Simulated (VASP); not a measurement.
## Ag2ClF: single point with PBE

The system is Ag2ClF.

```
F Cl Ag
1.0
     1.93424    1.11673    5.70640
    -1.93424    1.11673    5.70640
     0.00000   -2.23346    5.70640
F Cl Ag
1 1 2
Direct
  0.00000 0.00000 0.00000
  0.50000 0.50000 0.50000
  0.26198 0.26198 0.26198
  0.73802 0.73802 0.73802
```

- Program: VASP 6.6.1
- Task: single point
- Functional: PBE
- Potentials or basis: VASP PAW PBE potentials, release 64 (F, Cl, Ag)
- Cutoff: 520 eV
- k mesh: 6 × 6 × 6
- Occupations: fermi-dirac, width 0.02 eV
- Spin: no spin polarisation

```yaml
Pressure: -0.2 GPa
Band_gap_on_the_k_mesh: zero (filled and empty bands touch)
```

Levels at points of the mesh, in eV from the Fermi level:
```
           k point  band 14  band 15  band 16  band 17  band 18  band 19  band 20  band 21  band 22  band 23
(0.00, 0.00, 0.00)    -1.61    -1.61    -1.50    -0.04    -0.02    -0.02     4.72     7.00     8.79     8.79
(0.50, 0.00, 0.00)    -1.55    -1.20    -1.16    -0.91    -0.49     3.46     5.16     6.62     7.37     8.39
(0.50, 0.50, 0.00)    -1.64    -1.54    -1.43    -0.22    -0.13     3.23     4.71     5.19     8.51     9.42
(0.50, 0.50, 0.50)    -1.79    -1.03    -1.03    -0.46    -0.46     1.96     2.97     9.18     9.88     9.88
```

Wall time 62 s on 1 thread of Intel(R) Xeon(R) 6975P-C (Granite Rapids), on a shared host, peak memory 0.35 GiB.
